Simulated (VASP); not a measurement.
# In3GaAs4 in VASP: further runs, part 3 of 3

VASP 6.6.1. Earlier steps stand in the parts before.

## (5) Relaxation of cell and atoms, PBE

This run uses another cell than the first one, of 23.82 Å³/atom.

File INCAR:

```
ALGO     = Normal         # electronic algorithm
EDIFF    = 1E-6           # SCF threshold, eV
EDIFFG   = -0.04          # ionic threshold
ENCUT    = 600            # plane-wave cutoff, eV
GGA      = PE             # functional
IBRION   = 2              # ionic algorithm
ISIF     = 3              # what is computed and relaxed
ISMEAR   = 0              # smearing method
LASPH    = T              # aspherical terms in the spheres
LCHARG   = F              # write CHGCAR
LREAL    = F              # projectors in reciprocal space
LWAVE    = F              # write WAVECAR
NELM     = 80             # most SCF steps
NSW      = 90             # ionic steps
PREC     = Accurate       # precision mode
SIGMA    = 0.1            # smearing width, eV
```

File KPOINTS:

```
k-points
0
Gamma
  6 6 2
```

File POSCAR:

```
In3GaAs4
1.0
    4.0556765900      0.0000000000      0.0000000000
   -2.0278383000      3.5123189600      0.0000000000
    0.0000000000      0.0000000000     13.3769998500
In Ga As
3 1 4
Direct
    0.3333333300      0.6666666700      0.9999920400
    0.6666666700      0.3333333300      0.2499920400
    0.6666666700      0.3333333300      0.7499920400
    0.3333333300      0.6666666700      0.4999920400
    0.3333333300      0.6666666700      0.1870079500
    0.3333333300      0.6666666700      0.6870079500
    0.6666666700      0.3333333300      0.4370079500
    0.6666666700      0.3333333300      0.9370079500
```

Run with:

```console
$ cat potpaw_PBE.64/In_d/POTCAR potpaw_PBE.64/Ga_d/POTCAR potpaw_PBE.64/As/POTCAR > POTCAR
$ mpirun -np 1 vasp_std > vasp.out
```

Run time: 13 min. Hardware: 1 thread of Intel Xeon 6975P-C (Granite Rapids), shared host; peak memory 0.42 GiB.

Results (log left out):

| Item | Value |
| --- | --- |
| Free energy | -31.1539 eV |
| Relaxed volume | 28.19 Å³/atom |
| Relaxed cell | a = 4.293 Å, b = 4.293 Å, c = 14.132 Å, α = 90.00°, β = 90.00°, γ = 120.00° |
| Space group after relaxing (to 0.1 Å) | P3m1 (No. 156) |
| Energy gained by relaxing | 175.5 meV/atom |
| Ionic steps | 11 |
| Pressure after relaxing | 0.0 GPa |
| Largest force after relaxing | 0.015 eV/Å |
| Band gap on the k mesh | zero (filled and empty bands touch) |

Forces on the atoms (eV/Å):
```
In   0.000  0.000  0.015
In   0.000  0.000 -0.006
In   0.000  0.000 -0.013
Ga   0.000  0.000  0.005
As   0.000  0.000 -0.010
As   0.000  0.000  0.005
As   0.000  0.000 -0.001
As   0.000  0.000  0.004
```

Step by step:
```tsv
step	energy change (eV)	largest force (eV/Å)	pressure (GPa)	volume (Å³)
1	0.0000	1.4906	13.20	190.55
2	-1.0360	0.3202	-3.96	249.94
3	-1.3420	0.4512	-0.10	227.08
4	-1.3416	0.4381	-0.31	227.85
5	-1.3629	0.2949	-0.25	227.33
6	-1.3866	0.2940	-0.01	225.88
7	-1.3979	0.1580	0.06	225.41
8	-1.4013	0.1483	0.13	225.00
9	-1.4028	0.0730	-0.12	226.12
10	-1.4032	0.0565	-0.04	225.75
11	-1.4037	0.0153	0.02	225.56
```

Final structure:
```
In Ga As
1.0
     4.29293    0.00000    0.00000
    -2.14647    3.71779    0.00000
     0.00000    0.00000   14.13240
In Ga As
3 1 4
Direct
  0.33333 0.66667 0.00010
  0.66667 0.33333 0.25654
  0.66667 0.33333 0.74416
  0.33333 0.66667 0.50010
  0.33333 0.66667 0.18951
  0.33333 0.66667 0.67741
  0.66667 0.33333 0.44674
  0.66667 0.33333 0.93344
```

Levels at points of the mesh, in eV from the Fermi level:
```tsv
k point	band 34	band 35	band 36	band 37	band 38	band 39
(0.00, 0.00, 0.00)	-0.48	-0.23	0.00	0.00	0.41	1.10
(0.50, 0.00, 0.00)	-1.77	-1.62	-0.98	1.07	1.35	1.55
(0.00, 0.00, 0.50)	-0.23	-0.14	-0.14	0.15	0.99	1.10
(0.50, 0.00, 0.50)	-1.53	-1.26	-1.18	1.07	1.26	1.51
```

Caveat: the volume moved by over 15 % at a fixed basis, so the end points are rough; semilocal functionals underestimate gaps, and a narrow one can read as zero; spin-orbit coupling is left out, which moves the levels of the heavy elements.

## (6) Single point, PBE

File INCAR:

```
SYSTEM = In3GaAs4
PREC = Accurate ; ENCUT = 520
EDIFF = 1E-7 ; ISMEAR = 0
SIGMA = 0.2 ; LREAL = .False.
LASPH = .True. ; NELM = 100
ALGO = Normal ; ISIF = 2
LWAVE = .False. ; LCHARG = .True.
GGA = PE ; LELF = .True.
LVHAR = .True. ; NBANDS = 46
```

File KPOINTS:

```
Automatic mesh
0
Gamma
  6 6 2
  0 0 0
```

File POSCAR:

```
In3GaAs4
1.0
    4.2913019497      0.0011703728     -0.0004673977
   -2.1446178368      3.7169751097      0.0006608257
   -0.0011802054      0.0019591290     14.1204395085
In Ga As
3 1 4
Direct
    0.3336501764      0.6659037860      0.0002303656
    0.6661363589      0.3335373861      0.2565031617
    0.6664441811      0.3338554777      0.7440165066
    0.3338460937      0.6664993879      0.5000165990
    0.3327285377      0.6670333116      0.1895305472
    0.3330233611      0.6673657263      0.6774028471
    0.6670985692      0.3331807230      0.4468183907
    0.6670727219      0.3326242014      0.9334815422
```

Potentials or basis: VASP PAW PBE potentials, release 64 (In_d, Ga_d, As).

Run with:

```console
$ cat potpaw_PBE.64/In_d/POTCAR potpaw_PBE.64/Ga_d/POTCAR potpaw_PBE.64/As/POTCAR > POTCAR
$ mpirun -np 1 vasp_std > vasp.out
```

OUTCAR:

```text
SYSTEM = In3GaAs4
   PREC = Accurate
   ENCUT = 520
   EDIFF = 1E-7
   ISMEAR = 0
   LREAL = .False.
   LASPH = .True.
   NELM = 100
   ISIF = 2
   GGA = PE

 ion  position               nearest neighbor table
   1  0.334  0.666  0.000-   8 2.65   8 2.65   8 2.65   5 2.67
   2  0.666  0.334  0.257-   5 2.65   5 2.65   5 2.65   7 2.69
   3  0.666  0.334  0.744-   6 2.65   6 2.65   6 2.65   8 2.68
   4  0.334  0.666  0.500-   6 2.50   7 2.59   7 2.59   7 2.59
   5  0.333  0.667  0.190-   2 2.65   2 2.65   2 2.65   1 2.67
   6  0.333  0.667  0.677-   4 2.50   3 2.65   3 2.65   3 2.65
   7  0.667  0.333  0.447-   4 2.59   4 2.59   4 2.59   2 2.69
   8  0.667  0.333  0.933-   1 2.65   1 2.65   1 2.65   3 2.68

  LATTYP: Found a triclinic cell.
[... 1391 lines left out ...]
  in kB        0.6721154      0.5967943      1.1373997     -0.0746992     -0.0383174      0.0314516
  external PRESSURE =       0.8021031 kB  Pullay stress =       0.0000000 kB

 VOLUME and BASIS-vectors are now :
 -----------------------------------------------------------------------------
  energy-cutoff  :      520.00
  volume of cell :      225.27
      direct lattice vectors                 reciprocal lattice vectors
     4.291301950  0.001170373 -0.000467398     0.232992848  0.134432059  0.000000822
    -2.144617837  3.716975110  0.000660826    -0.000073367  0.268993644 -0.000037327
    -0.001180205  0.001959129 14.120439509     0.000007716 -0.000008139  0.070819327

 POSITION                                       TOTAL-FORCE (eV/Angst)
 -----------------------------------------------------------------------------------
      0.00368      2.47554      0.00354        -0.001470      0.002585      0.000758
      2.14298      1.24103      3.62185         0.000047      0.001327      0.004954
      2.14304      1.24317     10.50575        -0.000446      0.000672      0.000738
      0.00266      2.47873      7.06074        -0.004007      0.001337     -0.006223
     -0.00292      2.48011      2.67654         0.002646     -0.002330     -0.003743
     -0.00294      2.48230      9.56551         0.003503     -0.003188      0.004119
      2.14765      1.24008      6.30918         0.001119     -0.000292      0.001744
      2.14816      1.23897     13.18108        -0.001392     -0.000111     -0.002347
 -----------------------------------------------------------------------------------
    total drift:                               -0.000243      0.000118     -0.000134

  FREE ENERGIE OF THE ION-ELECTRON SYSTEM (eV)
  ---------------------------------------------------
  free  energy   TOTEN  =       -31.1613601481 eV

  energy  without entropy=      -31.1539442302  energy(sigma->0) =      -31.15765219
```

It took 5 min on 1 thread of Intel Xeon 6975P-C (Granite Rapids), shared host; peak memory 0.56 GiB.

What came out:

| Quantity | Value |
| --- | --- |
| Free energy | -31.1614 eV |
| Pressure | 0.1 GPa |
| Largest force | 0.008 eV/Å |
| Band gap on the k mesh | zero (filled and empty bands touch) |

Forces on the atoms (eV/Å):
```
In  -0.001  0.003  0.001
In   0.000  0.001  0.005
In   0.000  0.001  0.001
Ga  -0.004  0.001 -0.006
As   0.003 -0.002 -0.004
As   0.004 -0.003  0.004
As   0.001  0.000  0.002
As  -0.001  0.000 -0.002
```

Caveat: semilocal functionals underestimate gaps, and a narrow one can read as zero; spin-orbit coupling is left out, which moves the levels of the heavy elements.

## (7) The runs side by side

```tsv
task	cell	cutoff (eV)	smearing	gap on the mesh (eV)	pressure (GPa)	largest force (eV/Å)
single point	a = 4.289, b = 4.289, c = 14.128 Å, angles 90.0, 90.0, 120.0°, 8 atoms, atomic positions A	520	gaussian 0.1 eV	none	0.1	0.01
single point	a = 4.288, b = 4.288, c = 14.136 Å, angles 90.0, 90.0, 120.0°, 8 atoms, atomic positions B	520	gaussian 0.2 eV	none	0.1	0.04
single point	a = 4.056, b = 4.056, c = 13.377 Å, angles 90.0, 90.0, 120.0°, 8 atoms, atomic positions C	520	gaussian 0.1 eV	0.33	13.2	1.49
relaxation of cell and atoms	relaxed from a = 4.056, b = 4.056, c = 13.377 Å, angles 90.0, 90.0, 120.0°, 8 atoms, atomic positions C	600	gaussian 0.1 eV	none	0.0	0.02
single point	a = 4.291, b = 4.291, c = 14.120 Å, angles 90.0, 90.0, 120.0°, 8 atoms, atomic positions D	520	gaussian 0.2 eV	none	0.1	0.01
```

Alike in all rows: level PBE; potentials or basis VASP PAW PBE potentials, release 64 (In_d, Ga_d, As); no spin polarisation; k mesh 6 × 6 × 2.

Caveats: semilocal functionals underestimate gaps, and a narrow one can read as zero; spin-orbit coupling is left out, which moves the levels of the heavy elements; the cell stands under pressure (at least some runs); forces of over 1 eV/Å act on the atoms, so gaps and moduli don't describe the material at rest (at least some runs); the volume moved by over 15 % at a fixed basis, so the end points are rough (at least some runs).

Absolute energies hang on the potentials; compare differences alone.
